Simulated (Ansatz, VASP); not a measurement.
# One calculation of HfO2, two programs

```
Hf O
1.0
     5.09761    0.00000    0.00000
     0.00000   -5.09761    0.00000
     0.00000    0.00000   -5.09761
Hf O
4 8
Direct
  0.00000 0.00000 0.00000
  0.50000 0.50000 0.00000
  0.50000 0.00000 0.50000
  0.00000 0.50000 0.50000
  0.25000 0.25000 0.25000
  0.75000 0.75000 0.25000
  0.75000 0.25000 0.75000
  0.25000 0.75000 0.75000
  0.75000 0.75000 0.75000
  0.25000 0.25000 0.75000
  0.25000 0.75000 0.25000
  0.75000 0.25000 0.25000
```

Alike in both runs: task single point; functional PBE; k mesh 6 × 6 × 6; occupations gaussian, width 0.05 eV; no spin polarisation.

|  | VASP | Ansatz |
| --- | --- | --- |
| version | VASP 6.6.1 | Ansatz 0.2.0 |
| potentials or method | VASP PAW PBE potentials, release 64 (Hf_pv, O), cutoff 520 eV | scalar-relativistic, plane waves, PAW |
| valence electrons in the cell | 88 | 152 |

|  | VASP | Ansatz | Ansatz less VASP |
| --- | --- | --- | --- |
| gap on the k mesh at the Fermi level (eV) | 3.76 | 3.75 | -0.011 |
| least direct gap on the mesh (eV) | 3.76 | 3.75 | -0.011 |
| pressure (GPa) | -3.6 | 0.0 | +3.63 |

VASP's potentials hold 88 valence electrons a cell and Ansatz's 152, so a difference there can come from the potentials and not from the codes.

Neither program's run includes spin-orbit coupling.
